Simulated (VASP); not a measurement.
A run of VASP 6.6.1 is set up as follows.

The input INCAR:

```
  PREC = Accurate
  ENCUT = 600
  EDIFF = 1E-6
  ISMEAR = -1
  SIGMA = 0.05
  LREAL = F
  LASPH = T
  NELM = 120
  ALGO = Normal
  ISIF = 2
  LWAVE = F
  LCHARG = F
  GGA = PE
  NBANDS = 11
  GGA_COMPAT = F
```

File KPOINTS:

```
regular mesh
0
Gamma
  5 5 5
```

Contents of POSCAR:

```
AlN
1.0
    0.0000000000      2.1839935596      2.1839935596
    2.1839935596      0.0000000000      2.1839935596
    2.1839935596      2.1839935596      0.0000000000
Al N
1 1
Direct
    0.0000000000      0.0000000000      0.0000000000
    0.2500000000      0.2500000000      0.2500000000
```

Potentials or basis: VASP PAW PBE potentials, release 64 (Al, N).

Launch:

```sh
$ cat potpaw_PBE.64/Al/POTCAR potpaw_PBE.64/N/POTCAR > POTCAR
$ mpirun -np 1 vasp_std > vasp.out
```

Q: Estimate the pressure.

A: 4.5 GPa.

Q: Estimate the band gap on the k mesh.

A: 3.89 eV, indirect (least direct gap 4.19 eV).

Caveat: the k points lie up to 0.50 Å⁻¹ apart. Expect the measured gap to be larger: semilocal functionals such as PBE lack the derivative discontinuity.
